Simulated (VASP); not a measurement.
Write the native input for VASP 6.6.1 that does the following.

```yaml
Task: single point
Functional: r2SCAN
Potentials_or_basis: VASP PAW PBE potentials, release 64 (Cr_pv)
Cutoff: 520 eV
k_mesh: 18 × 18 × 18
Occupations: gaussian, width 0.1 eV
Spin: collinear spin, ferromagnetic start
Starting_moments: "[3.99] μB"
Dipole_correction: no
Further_INCAR_settings: ALGO = Normal; EDIFF = 1e-07; NBANDS = 16
```

Crystal: Cr.

```
Cr
1.0
     0.00000    2.05248    2.05248
     2.05248    0.00000    2.05248
     2.05248    2.05248    0.00000
Cr
1
Direct
  0.00000 0.00000 0.00000
```

The input as run:

POSCAR

```
Cr
1.0
    0.0000000000      2.0524758318      2.0524758318
    2.0524758318      0.0000000000      2.0524758318
    2.0524758318      2.0524758318      0.0000000000
Cr
1
Direct
    0.0000000000      0.0000000000      0.0000000000
```

INCAR.step1

```
SYSTEM = Cr
PREC = Accurate
ENCUT = 520
ISMEAR = 0
SIGMA = 0.1
LREAL = .FALSE.
LASPH = .TRUE.
NELM = 150
ISPIN = 2
MAGMOM = 3.99
LMAXMIX = 4
NBANDS = 16
GGA = PE
ALGO = Normal
EDIFF = 1E-4
LWAVE = .TRUE.
LCHARG = .FALSE.
```

INCAR.step2

```
SYSTEM = Cr
PREC = Accurate
ENCUT = 520
EDIFF = 1E-7
ISMEAR = 0
SIGMA = 0.1
LREAL = .FALSE.
LASPH = .TRUE.
NELM = 150
ALGO = Normal
ISIF = 2
LWAVE = .FALSE.
LCHARG = .TRUE.
ISPIN = 2
MAGMOM = 3.99
LORBIT = 11
LMAXMIX = 4
METAGGA = R2SCAN
LMIXTAU = .TRUE.
LELF = .TRUE.
LVHAR = .TRUE.
NBANDS = 16
ISTART = 1
```

KPOINTS

```
regular mesh
0
G
  18 18 18
  0 0 0
```

Potentials or basis: VASP PAW PBE potentials, release 64 (Cr_pv).

Launch:

```sh
$ cat potpaw_PBE.64/Cr_pv/POTCAR > POTCAR
$ cp INCAR.step1 INCAR
$ mpirun -np 1 vasp_std > vasp.out
$ cp INCAR.step2 INCAR
$ mpirun -np 1 vasp_std > vasp.out
```

It gave:

* Pressure: 0.0 GPa
* Net moment: 3.88 μB per cell
* Site moments: Cr +3.56 μB
* Valence electrons inside the program's atomic spheres: Cr 10.69

Caveat: the PAW data sets were made with another functional, which shifts forces and pressure a little.

Run time: 10 min on 1 thread of Intel(R) Xeon(R) Platinum 8488C (Sapphire Rapids), with other jobs on the host, peak memory 0.21 GiB.
